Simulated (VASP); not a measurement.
Here is a VASP 6.6.1 calculation.

INCAR

```
PREC = Accurate ; ENCUT = 520
EDIFF = 1E-7 ; ISMEAR = 0
SIGMA = 0.1 ; LREAL = F
LASPH = T ; NELM = 100
ALGO = Normal ; ISIF = 2
LWAVE = F ; LCHARG = F
GGA = PS ; NBANDS = 22
```

File KPOINTS:

```
regular mesh
0
Gamma
  15 15 15
```

File POSCAR:

```
Ti2HC
1.0
    1.4723521080      0.8500628859      4.8474321972
   -1.4723521080      0.8500628859      4.8474321972
    0.0000000000     -1.7001257718      4.8474321972
Ti H C
2 1 1
Direct
    0.7462226363      0.7462226363      0.7462226363
    0.2537773637      0.2537773637      0.2537773637
    0.0000000000      0.0000000000      0.0000000000
    0.5000000000      0.5000000000      0.5000000000
```

Potentials or basis: VASP PAW PBE potentials, release 64 (Ti_sv, H, C).

Command:

```sh
$ cat potpaw_PBE.64/Ti_sv/POTCAR potpaw_PBE.64/H/POTCAR potpaw_PBE.64/C/POTCAR > POTCAR
$ mpirun -np 1 vasp_std > vasp.out
```

Question: What does it give for the pressure?

Answer: 6.3 GPa.

Question: Predict the largest force.

Answer: 2.819 eV/Å.

Forces in eV/Å, atoms in the order of the input:
```
Ti   0.000  0.000  2.819
Ti   0.000  0.000 -2.819
H    0.000  0.000  0.000
C    0.000  0.000  0.000
```

Caveat: the cell differs from its parent crystal (strained); the PAW data sets were made with another functional, which shifts forces and pressure a little.
